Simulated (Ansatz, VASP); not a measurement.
# Two plane-wave programs on Ge

```xyz
2
Lattice="-0.0266 2.8123 2.8123 2.8123 -0.0266 2.8123 2.8123 2.8123 -0.0266" Properties=species:S:1:pos:R:3 pbc="T T T"
Ge   -0.0038   -0.0038   -0.0038
Ge    1.4033    1.4033    1.4033
```

Change from the starting cell: strained cell.

Alike in both runs: functional LDA; k mesh 12 × 12 × 12; occupations gaussian, width 0.1 eV; no spin polarisation.

Ansatz relaxed the structure, and its values are those at the end. VASP's run is a single point on that final structure, the one shown.

|  | VASP | Ansatz |
| --- | --- | --- |
| version | VASP 6.6.1 | Ansatz 0.2.0 |
| potentials or method | VASP PAW LDA potentials, release 64 (Ge_d), cutoff 520 eV | scalar-relativistic, plane waves, PAW |
| valence electrons in the cell | 28 | 28 |

```csv
,VASP,Ansatz,Ansatz less VASP
gap on the k mesh at the Fermi level (eV),none,none,-
pressure (GPa),-0.9,-1.1,-0.14
```

LDA's correlation is that of Perdew and Zunger in VASP and of Perdew and Wang (1992) in Ansatz. A gap of «none» marks a metal or a gap that the smearing closes. Ansatz's warnings: stress scf threshold loose.
